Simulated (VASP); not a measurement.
YbAg, 2 atoms in the cell. It takes space group Pm-3m (No. 221, cubic). The conventional cell has a = 3.679 Å, b = 3.679 Å, c = 3.679 Å, α = 90.00°, β = 90.00°, γ = 90.00°. Yb (site symmetry m-3m) has 8 Ag at 3.19 Å and 6 Yb at 3.68 Å within 4.2 Å. Ag (site symmetry m-3m) has 8 Yb at 3.19 Å and 6 Ag at 3.68 Å within 4.2 Å. 

| Item | Value |
| --- | --- |
| Program | VASP 6.6.1 |
| Task | single point |
| Functional | LDA |
| Potentials or basis | VASP PAW PBE potentials, release 64 (Yb, Ag) |
| Cutoff | 520 eV |
| k mesh | 8 × 8 × 8 |
| Occupations | methfessel-paxton, width 0.1 eV |
| Spin | no spin polarisation |
| Dipole correction | no |
| Further INCAR settings | ALGO = Normal; EDIFF = 1e-06; NBANDS = 24 |

Potentials or basis: VASP PAW PBE potentials, release 64 (Yb, Ag).

The run is started by

```bash
$ cat potpaw_PBE.64/Yb/POTCAR potpaw_PBE.64/Ag/POTCAR > POTCAR
$ mpirun -np 1 vasp_std > vasp.out
```

Hardware: 1 thread of Intel(R) Xeon(R) Platinum 8375C CPU @ 2.90GHz (Ice Lake), with other jobs on the host.

Q: Estimate the wall time of this run.

A: It took 52 s on 1 thread of Intel(R) Xeon(R) Platinum 8375C CPU @ 2.90GHz (Ice Lake), on a shared host, peak memory 0.19 GiB. Counts: scf iterations 27, k points 35.
